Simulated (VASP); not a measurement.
# Pt (P4/nmm) in VASP: further runs

The runs below take Pt through single point, with PBE.

Everything below comes from runs of VASP 6.6.1. Logs are shortened: lines on timing, memory, paths and dates and some standing lists are left out, and cuts for length are marked.

### Step 1. The cell of the first run

The structure is tetragonal, space group P4/nmm (No. 129). The conventional cell has a = 3.163 Å, b = 3.163 Å, c = 9.238 Å, α = 90.00°, β = 90.00°, γ = 90.00°. Within 3.4 Å of Pt (site symmetry 4mm) lie 14 Pt at 2.60 to 3.16 Å. Within 3.6 Å of Pt (site symmetry 4mm) lie 14 Pt at 2.74 to 3.16 Å. Pt (site symmetry 4mm) has 14 Pt at 2.74 to 3.16 Å within 3.6 Å.

### Step 2. Single point, PBE

INCAR

```
PREC = Accurate ; ENCUT = 520
EDIFF = 1E-7 ; ISMEAR = 0
SIGMA = 0.15 ; LREAL = F
LASPH = T ; NELM = 100
ALGO = Fast ; ISIF = 2
LWAVE = F ; LCHARG = F
GGA = PE ; NBANDS = 39
```

KPOINTS

```
regular mesh
0
Gamma
  14 14 5
```

POSCAR

```
Pt
1.0
   -3.1627959429      0.0000000000      0.0000000000
    0.0000000000     -3.1627959429      0.0000000000
    0.0000000000      0.0000000000      9.2383878288
Pt
6
Direct
    0.5000000000      0.5000000000      0.0855712989
    0.0000000000      0.0000000000      0.9414554644
    0.5000000000      0.5000000000      0.4279249651
    0.0000000000      0.0000000000      0.2567481320
    0.5000000000      0.5000000000      0.7702786313
    0.0000000000      0.0000000000      0.5991017982
```

Potentials or basis: VASP PAW PBE potentials, release 64 (Pt).

On the command line:

```bash
$ cat potpaw_PBE.64/Pt/POTCAR > POTCAR
$ mpirun -np 1 vasp_std > vasp.out
```

OUTCAR:

```text
PREC = Accurate
   ENCUT = 520
   EDIFF = 1E-7
   ISMEAR = 0
   LREAL = F
   LASPH = T
   NELM = 100
   ISIF = 2
   GGA = PE

 ion  position               nearest neighbor table
   1  0.500  0.500  0.086-   2 2.60   2 2.60   2 2.60   2 2.60   4 2.74   4 2.74   4 2.74   4 2.74
                             5 2.91   3 3.16
   2  0.000  0.000  0.941-   1 2.60   1 2.60   1 2.60   1 2.60   5 2.74   5 2.74   5 2.74   5 2.74
                             4 2.91   6 3.16
   3  0.500  0.500  0.428-   4 2.74   4 2.74   4 2.74   4 2.74   6 2.74   6 2.74   6 2.74   6 2.74
                             1 3.16   5 3.16
   4  0.000  0.000  0.257-   1 2.74   3 2.74   1 2.74   3 2.74   1 2.74   3 2.74   1 2.74   3 2.74
                             2 2.91   6 3.16
   5  0.500  0.500  0.770-   2 2.74   6 2.74   2 2.74   6 2.74   2 2.74   6 2.74   2 2.74   6 2.74
                             1 2.91   3 3.16
   6  0.000  0.000  0.599-   5 2.74   5 2.74   5 2.74   5 2.74   3 2.74   3 2.74   3 2.74   3 2.74
                             2 3.16   4 3.16

  LATTYP: Found a simple tetragonal cell.
 ALAT       =     3.1627959429
 C/A-ratio  =     2.9209560135

  Lattice vectors:

 A1 = (  -3.1627959429,   0.0000000000,   0.0000000000)
 A2 = (   0.0000000000,  -3.1627959429,   0.0000000000)
 A3 = (   0.0000000000,   0.0000000000,   9.2383878288)

Analysis of symmetry for initial positions (statically):
=====================================================================
 Subroutine PRICEL returns:
 Original cell was already a primitive cell.

 Routine SETGRP: Setting up the symmetry group for a
 simple tetragonal supercell.

 Subroutine GETGRP returns: Found 16 space group operations
 (whereof  8 operations were pure point group operations)
 out of a pool of 16 trial point group operations.

The static configuration has the point symmetry C_4v.
 The point group associated with its full space group is D_4h.

Analysis of symmetry for dynamics (positions and initial velocities):
=====================================================================
 Subroutine PRICEL returns:
 Original cell was already a primitive cell.

 Routine SETGRP: Setting up the symmetry group for a
 simple tetragonal supercell.

 Subroutine GETGRP returns: Found 16 space group operations
 (whereof  8 operations were pure point group operations)
 out of a pool of 16 trial point group operations.

The dynamic configuration has the point symmetry C_4v.
 The point group associated with its full space group is D_4h.

 Subroutine INISYM returns: Found 16 space group operations
 (whereof  8 operations are pure point group operations),
 and found     1 'primitive' translations

----------------------------------------------------------------------------------------

                                     Primitive cell

  volume of cell :      92.4142

  direct lattice vectors                    reciprocal lattice vectors
    -3.162795943  0.000000000  0.000000000    -0.316175946  0.000000000  0.000000000
     0.000000000 -3.162795943  0.000000000     0.000000000 -0.316175946  0.000000000
     0.000000000  0.000000000  9.238387829     0.000000000  0.000000000  0.108243994

  length of vectors
     3.162795943  3.162795943  9.238387829     0.316175946  0.316175946  0.108243994

  position of ions in fractional coordinates (direct lattice)
     0.500000000  0.500000000  0.085571299
     0.000000000  0.000000000  0.941455464
     0.500000000  0.500000000  0.427924965
     0.000000000  0.000000000  0.256748132
     0.500000000  0.500000000  0.770278631
     0.000000000  0.000000000  0.599101798

  ion indices of the primitive-cell ions
   primitive index   ion index
                 1           1
                 2           2
                 3           3
                 4           4
                 5           5
                 6           6

----------------------------------------------------------------------------------------

 KPOINTS: regular mesh

Automatic generation of k-mesh.
 Grid dimensions read from file:
 generate k-points for:   14   14    5

 Generating k-lattice:

  Cartesian coordinates                     Fractional coordinates (reciprocal lattice)
    -0.022583996  0.000000000  0.000000000     0.071428571  0.000000000  0.000000000
     0.000000000 -0.022583996  0.000000000     0.000000000  0.071428571  0.000000000
     0.000000000  0.000000000  0.021648799     0.000000000  0.000000000  0.200000000

  Length of vectors
     0.022583996  0.022583996  0.021648799

  Shift w.r.t. Gamma in fractional coordinates (k-lattice)
     0.000000000  0.000000000  0.000000000

 Subroutine IBZKPT returns following result:
 ===========================================

 Found    108 irreducible k-points:

 Following reciprocal coordinates:
            Coordinates               Weight
  0.000000  0.000000  0.000000      1.000000
  0.071429  0.000000  0.000000      4.000000
  0.142857  0.000000  0.000000      4.000000
  0.214286  0.000000  0.000000      4.000000
  0.285714  0.000000  0.000000      4.000000
  0.357143  0.000000  0.000000      4.000000
[... 16 lines left out ...]
  0.285714  0.214286  0.000000      8.000000
  0.357143  0.214286  0.000000      8.000000
 [... further k-points ...]
   k-points           NKPTS =    108   k-points in BZ     NKDIM =    108   number of bands    NBANDS=     39
   number of dos      NEDOS =    301   number of ions     NIONS =      6
   total plane-waves  NPLWV =  40320
   dimension x,y,z NGX =    24 NGY =   24 NGZ =   70
   dimension x,y,z NGXF=    48 NGYF=   48 NGZF=  140
   ions per type =               6
   NGX,Y,Z   is equivalent  to a cutoff of  12.62, 12.62, 12.60 a.u.
   NGXF,Y,Z  is equivalent  to a cutoff of  25.23, 25.23, 25.19 a.u.
 SYSTEM =  unknown system
   PREC   = accura    normal or accurate (medium, high low for compatibility)
   ISTART =      0    job   : 0-new  1-cont  2-samecut
   ICHARG =      2    charge: 1-file 2-atom 10-const
   ISPIN  =      1    spin polarized calculation?
   LNONCOLLINEAR =      F non collinear calculations
   LSORBIT =      F    spin-orbit coupling
   LASPH  =      T    aspherical Exc in radial PAW
   ENCUT  =  520.0 eV  38.22 Ry    6.18 a.u.   5.88  5.88 17.18*2*pi/ulx,y,z
   NELM   =    100;   NELMIN=  2; NELMDL= -5     # of ELM steps
   EDIFF  = 0.1E-06   stopping-criterion for ELM
   LREAL  =      F    real-space projection
   EDIFFG = 0.1E-05   stopping-criterion for IOM
   NSW    =      0    number of steps for IOM
   IBRION =     -1    ionic relax: 0-MD 1-quasi-New 2-CG
   NFREE  =      0    steps in history (QN), initial steepest desc. (CG)
   ISIF   =      2    stress and relaxation
   ISYM   =      2    0-nonsym 1-usesym 2-fastsym
   POTIM  = 0.5000    time-step for ionic-motion
   TEBEG  =    0.0;   TEEND  =   0.0 temperature during run
   PSTRESS=    0.0 pullay stress
   NELECT =      60.0000    total number of electrons
   NUPDOWN=      -1.0000    fix difference up-down
   EMIN   =  10.00;   EMAX   =-10.00  energy-range for DOS
   EFERMI =   0.00;   METHOD = LEGACY
   ISMEAR =     0;   SIGMA  =   0.15  broadening in eV -4-tet -1-fermi 0-gaus
   EFERMI_NEDOS =   21; number of points for ismear=-14 and -15
   IALGO  =     68    algorithm
   IMIX   =      4    mixing-type and parameters
     AMIX     =   0.40;   BMIX     =  1.00
     AMIX_MAG =   1.60;   BMIX_MAG =  1.00
  volume/ion in A,a.u.               =      15.40       103.94
  Fermi-wavevector in a.u.,A,eV,Ry     =   1.417574  2.678826 27.341125  2.009516
  Thomas-Fermi vector in A             =   2.538790
   LORBIT       =      0    0 simple, 1 ext, 2 COOP (PROOUT), +10 PAW based schemes
   GGA     = PE    functional components
   LHFCALC =     F    Hartree Fock is set to
   AEXX    =    0.0000 exact exchange contribution
   IVDW    =     0    specifies the selected vdW correction
   LEPSILON=     F    determine dielectric tensor
   LRPA    =     F    only Hartree local field effects (RPA)
 non-spin polarized calculation
 RMM-DIIS sequential band-by-band and
 Gauss-broadening in eV      SIGMA  =   0.15
  energy-cutoff  :      520.00
  volume of cell :       92.41
 maximum number of plane-waves:      2520
 NGX is ok and might be reduce to    24
   NGX = 11   NGY = 11   NGZ = 35

 number of electron      60.0000018 magnetization

 Free energy of the ion-electron system (eV)
  ---------------------------------------------------
  ext. energy  EPLUGINS =         0.00000000
  ---------------------------------------------------
  free energy    TOTEN  =       -35.84699434 eV

  energy without entropy =      -35.78376600  energy(sigma->0) =      -35.81538017

 E-fermi :  10.6881     XC(G=0): -13.3510

 val. band max:       10.6870235829   @ k =   0.4286   0.1429   0.0000
 cond. band min:      10.6906455160   @ k =   0.3571   0.1429   0.2000
 fundamental gap:      0.0036219331
 Fermi energy:        10.6880833820

 k-point     1 :       0.0000    0.0000    0.0000
  band No.  band energies     occupation
      1       0.8383      2.00000
      2       2.9662      2.00000
      3       3.2429      2.00000
      4       4.1315      2.00000
      5       4.2852      2.00000
      6       5.3147      2.00000
[... 31 lines left out ...]
     38      19.1316      0.00000
     39      23.1714      0.00000

 k-point     2 :       0.0714    0.0000    0.0000
  band No.  band energies     occupation
      1       0.9431      2.00000
      2       3.0259      2.00000
      3       3.2924      2.00000
      4       4.1946      2.00000
      5       4.3372      2.00000
      6       5.3233      2.00000
[... 913 lines left out ...]
     38      17.2860      0.00000
     39      17.8634      0.00000

 k-point    24 :       0.3571    0.2143    0.0000
  band No.  band energies     occupation
      1       3.4924      2.00000
      2       4.5544      2.00000
      3       4.5646      2.00000
      4       4.9007      2.00000
      5       5.0602      2.00000
      6       5.0959      2.00000
[... 31 lines left out ...]
     38      17.0482      0.00000
     39      18.9650      0.00000

 [... further k-points ...]

------------------------ aborting loop because EDIFF is reached ----------------------------------------

  FORCE on cell =-STRESS in cart. coord.  units (eV):
  Direction    XX          YY          ZZ          XY          YZ          ZX
  --------------------------------------------------------------------------------------
  -------------------------------------------------------------------------------------
  Total        5.2480442      5.2480442      3.1699356      0.0000000      0.0000000      0.0000000
  in kB       90.9849439     90.9849439     54.9569326      0.0000000      0.0000000      0.0000000
  external PRESSURE =      78.9756068 kB  Pullay stress =       0.0000000 kB

 VOLUME and BASIS-vectors are now :
 -----------------------------------------------------------------------------
  energy-cutoff  :      520.00
  volume of cell :       92.41
      direct lattice vectors                 reciprocal lattice vectors
    -3.162795943  0.000000000  0.000000000    -0.316175946  0.000000000  0.000000000
     0.000000000 -3.162795943  0.000000000     0.000000000 -0.316175946  0.000000000
     0.000000000  0.000000000  9.238387829     0.000000000  0.000000000  0.108243994

 POSITION                                       TOTAL-FORCE (eV/Angst)
 -----------------------------------------------------------------------------------
     -1.58140     -1.58140      0.79054         0.000000     -0.000000      1.552625
      0.00000      0.00000      8.69753         0.000000      0.000000     -1.552625
     -1.58140     -1.58140      3.95334         0.000000     -0.000000     -0.019358
      0.00000      0.00000      2.37194         0.000000      0.000000      0.325044
     -1.58140     -1.58140      7.11613         0.000000     -0.000000     -0.325044
      0.00000      0.00000      5.53473         0.000000      0.000000      0.019358
 -----------------------------------------------------------------------------------
    total drift:                               -0.000000      0.000000     -0.000018

  FREE ENERGIE OF THE ION-ELECTRON SYSTEM (eV)
  ---------------------------------------------------
  free  energy   TOTEN  =       -35.8469943403 eV

  energy  without entropy=      -35.7837659978  energy(sigma->0) =      -35.81538017
```

It took 8.3 min on 1 thread of Intel Xeon 8259CL, shared host; peak memory 0.39 GiB.

What came out:

* Free energy: -35.8470 eV
* Pressure: 7.9 GPa
* Largest force: 1.553 eV/Å
* Band gap on the k mesh: zero (bands 30 and 31 overlap by 1.09 eV)

Forces in eV/Å, atoms in the order of the input:
```
Pt   0.000  0.000  1.553
Pt   0.000  0.000 -1.553
Pt   0.000  0.000 -0.019
Pt   0.000  0.000  0.325
Pt   0.000  0.000 -0.325
Pt   0.000  0.000  0.019
```

Caveat: the cell stands under pressure; spin-orbit coupling is left out, which moves the levels of the heavy elements; forces of over 1 eV/Å act on the atoms, so gaps and moduli don't describe the material at rest.

### Step 3. Single point, PBE

This run uses another cell than the first one, of 16.49 Å³/atom.

INCAR

```
SYSTEM = Pt
ALGO = Fast ; EDIFF = 1E-6
ENCUT = 520 ; GGA = PE
ISIF = 2 ; ISMEAR = 0
LASPH = .TRUE. ; LCHARG = .FALSE.
LREAL = .FALSE. ; LWAVE = .FALSE.
NBANDS = 39 ; NELM = 80
PREC = Accurate ; SIGMA = 0.15
```

KPOINTS

```
k-points
0
G
  14 14 5
  0 0 0
```

POSCAR

```
Pt
1.0
   -3.1627959429      0.0000000000      0.0000000000
    0.0000000000     -3.1627959429      0.0000000000
    0.0000000000      0.0000000000      9.8883878288
Pt
6
Direct
    0.5000000000      0.5000000000      0.0799463835
    0.0000000000      0.0000000000      0.8795701437
    0.5000000000      0.5000000000      0.3997958876
    0.0000000000      0.0000000000      0.2398711356
    0.5000000000      0.5000000000      0.7196453916
    0.0000000000      0.0000000000      0.5597206396
```

Potentials or basis: VASP PAW PBE potentials, release 64 (Pt).

On the command line:

```bash
$ cat potpaw_PBE.64/Pt/POTCAR > POTCAR
$ mpirun -np 1 vasp_std > vasp.out
```

Run time: 8.1 min. Hardware: 1 thread of Intel Xeon 8259CL, shared host; peak memory 0.41 GiB.

Results (log left out):

- Free energy: -35.7339 eV
- Pressure: -6.8 GPa
- Largest force: 1.069 eV/Å
- Band gap on the k mesh: zero (bands 30 and 31 overlap by 1.01 eV)

Forces in eV/Å, atoms in the order of the input:
```
Pt   0.000  0.000 -1.069
Pt   0.000  0.000  1.069
Pt   0.000  0.000 -0.005
Pt   0.000  0.000 -0.249
Pt   0.000  0.000  0.249
Pt   0.000  0.000  0.005
```

Stress tensor (GPa, compression positive):
```
-7.19  0.00  0.00
 0.00 -7.19  0.00
 0.00  0.00 -6.16
```

Levels at points of the mesh, in eV from the Fermi level:
```csv
k point,band 27,band 28,band 29,band 30,band 31,band 32,band 33,band 34
"(0.00, 0.00, 0.00)",-0.79,-0.79,-0.55,-0.39,0.43,0.44,0.44,1.28
"(0.50, 0.00, 0.00)",0.15,0.15,0.32,0.32,0.50,0.50,0.62,0.62
"(0.50, 0.50, 0.00)",-0.36,-0.36,0.56,0.56,0.87,0.87,4.89,4.89
```

Caveat: the cell stands under tension; spin-orbit coupling is left out, which moves the levels of the heavy elements; forces of over 1 eV/Å act on the atoms, so gaps and moduli don't describe the material at rest.

### Step 4. Single point, PBE

This run uses another cell than the first one, of 17.49 Å³/atom.

INCAR

```
SYSTEM = Pt
PREC     = Accurate       ! precision mode
ENCUT    = 520            ! plane-wave cutoff, eV
EDIFF    = 1E-6           ! SCF threshold, eV
ISMEAR   = 0              ! smearing method
SIGMA    = 0.15           ! smearing width, eV
LREAL    = .False.        ! projectors in reciprocal space
LASPH    = .True.         ! aspherical terms in the spheres
NELM     = 100            ! most SCF steps
ALGO     = Fast           ! electronic algorithm
ISIF     = 2              ! what is computed and relaxed
LWAVE    = .False.        ! write WAVECAR
LCHARG   = .False.        ! write CHGCAR
GGA      = PE             ! functional
NBANDS   = 39             ! bands
```

KPOINTS

```
regular mesh
0
Gamma
  14 14 5
  0 0 0
```

POSCAR

```
Pt
1.0
   -3.1627959429      0.0000000000      0.0000000000
    0.0000000000     -3.1627959429      0.0000000000
    0.0000000000      0.0000000000     10.4883878288
Pt
6
Direct
    0.5000000000      0.5000000000      0.0753729609
    0.0000000000      0.0000000000      0.8292533462
    0.5000000000      0.5000000000      0.3769251150
    0.0000000000      0.0000000000      0.2261490380
    0.5000000000      0.5000000000      0.6784772691
    0.0000000000      0.0000000000      0.5277011921
```

On the command line:

```bash
$ cat potpaw_PBE.64/Pt/POTCAR > POTCAR
$ mpirun -np 1 vasp_std > vasp.out
```

Wall time 9.4 min (1 thread of Intel Xeon 8259CL, shared host); peak memory 0.43 GiB.

Results (log left out):

```yaml
Free_energy: -34.8123 eV
Pressure: -9.0 GPa
Largest_force: 0.990 eV/Å
Band_gap_on_the_k_mesh: zero (bands 30 and 31 overlap by 0.83 eV)
```

Forces in eV/Å, atoms in the order of the input:
```
Pt   0.000  0.000 -0.990
Pt   0.000  0.000  0.990
Pt   0.000  0.000 -0.099
Pt   0.000  0.000 -0.377
Pt   0.000  0.000  0.377
Pt   0.000  0.000  0.099
```

Stress tensor (GPa, compression positive):
```
-9.20  0.00  0.00
 0.00 -9.20  0.00
 0.00  0.00 -8.71
```

Levels at points of the mesh, in eV from the Fermi level:
| k point | band 27 | band 28 | band 29 | band 30 | band 31 | band 32 | band 33 | band 34 |
| --- | --- | --- | --- | --- | --- | --- | --- | --- |
| (0.00, 0.00, 0.00) | -0.85 | -0.84 | -0.56 | -0.16 | 0.29 | 0.29 | 0.37 | 1.11 |
| (0.50, 0.00, 0.00) | 0.13 | 0.13 | 0.17 | 0.17 | 0.51 | 0.51 | 0.70 | 0.70 |
| (0.50, 0.50, 0.00) | -0.20 | -0.20 | 0.49 | 0.49 | 0.98 | 0.98 | 4.75 | 4.75 |

Caveat: the cell stands under tension; spin-orbit coupling is left out, which moves the levels of the heavy elements.

### Step 5. Overview

```csv
cell,further INCAR settings,gap on the mesh (eV),pressure (GPa),largest force (eV/Å)
"a = 3.163, b = 3.163, c = 9.238 Å, 6 atoms",ALGO = Fast; EDIFF = 1e-07; NBANDS = 39,none,7.9,1.55
"a = 3.163, b = 3.163, c = 9.888 Å, 6 atoms",ALGO = Fast; EDIFF = 1e-06; NBANDS = 39,none,-6.8,1.07
"a = 3.163, b = 3.163, c = 10.488 Å, 6 atoms",ALGO = Fast; EDIFF = 1e-06; NBANDS = 39,none,-9.0,0.99
```

Alike in all rows: task single point; level PBE; potentials or basis VASP PAW PBE potentials, release 64 (Pt); no spin polarisation; k mesh 14 × 14 × 5; cutoff (eV) 520; smearing gaussian 0.15 eV.

Caveats: spin-orbit coupling is left out, which moves the levels of the heavy elements; forces of over 1 eV/Å act on the atoms, so gaps and moduli don't describe the material at rest (at least some runs); the cell stands under tension (at least some runs); the cell stands under pressure (at least some runs).

Total energies depend on the potentials used, so only differences within one code and one set of settings carry meaning.
